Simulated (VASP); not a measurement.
A run of VASP 6.6.1 is set up as follows.

INCAR

```
SYSTEM = In2Rh
ALGO = Fast ; EDIFF = 1E-6
ENCUT = 520 ; GGA = PE
ISIF = 2 ; ISMEAR = 0
LASPH = .TRUE. ; LCHARG = .FALSE.
LREAL = .FALSE. ; LWAVE = .FALSE.
NBANDS = 28 ; NELM = 80
PREC = Accurate ; SIGMA = 0.1
```

KPOINTS

```
k-points
0
G
  6 6 4
  0 0 0
```

File POSCAR:

```
In2Rh
1.0
    3.4694701300      0.0000000000      0.0000000000
   -1.7347350600      3.0046492700      0.0000000000
    0.0000000000      0.0000000000      5.5254152900
In Rh
2 1
Direct
    0.3333333300      0.6666666700      0.2520099900
    0.6666666700      0.3333333300      0.7479900100
    0.0000000000      0.0000000000      0.0000000000
```

Potentials or basis: VASP PAW PBE potentials, release 64 (In_d, Rh_pv).

Launch:

```sh
$ cat potpaw_PBE.64/In_d/POTCAR potpaw_PBE.64/Rh_pv/POTCAR > POTCAR
$ mpirun -np 1 vasp_std > vasp.out
```

(1) Predict the pressure.

(2) What does it give for the largest force?

Answers

(1) 34.3 GPa.

(2) 4.170 eV/Å.

Caveat: forces of over 1 eV/Å act on the atoms, so gaps and moduli don't describe the material at rest.
